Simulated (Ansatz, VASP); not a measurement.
## One calculation of SrHgN, two programs

```xyz
3
Lattice="4.1907 0.0000 0.0000 -2.0954 3.6293 0.0000 0.0000 0.0000 4.2017" Properties=species:S:1:pos:R:3 pbc="T T T"
Sr    0.0000    0.0000    0.0000
Hg    0.0000    2.4195    2.1009
N     2.0954    1.2098    2.1009
```

Change from the starting cell: species swapped into the TbCuSi type (P-6m2, No. 187).

Alike in both runs: functional PBE; k mesh 12 × 12 × 12; occupations gaussian, width 0.1 eV; no spin polarisation.

Ansatz relaxed the structure, and its values are those at the end. VASP's run is a single point on that final structure, the one shown.

```csv
,VASP,Ansatz
version,VASP 6.6.1,Ansatz 0.2.0
potentials or method,"VASP PAW PBE potentials, release 64 (Sr_sv, Hg, N), cutoff 520 eV","scalar-relativistic, plane waves, PAW"
valence electrons in the cell,27,35
```

```csv
,VASP,Ansatz,Ansatz less VASP
gap on the k mesh at the Fermi level (eV),none,none,-
pressure (GPa),0.4,0.0,-0.39
```

A gap of «none» marks a metal or a gap that the smearing closes. VASP's potentials hold 27 valence electrons a cell and Ansatz's 35, so a difference there can come from the potentials and not from the codes.

Spin-orbit coupling is off throughout.
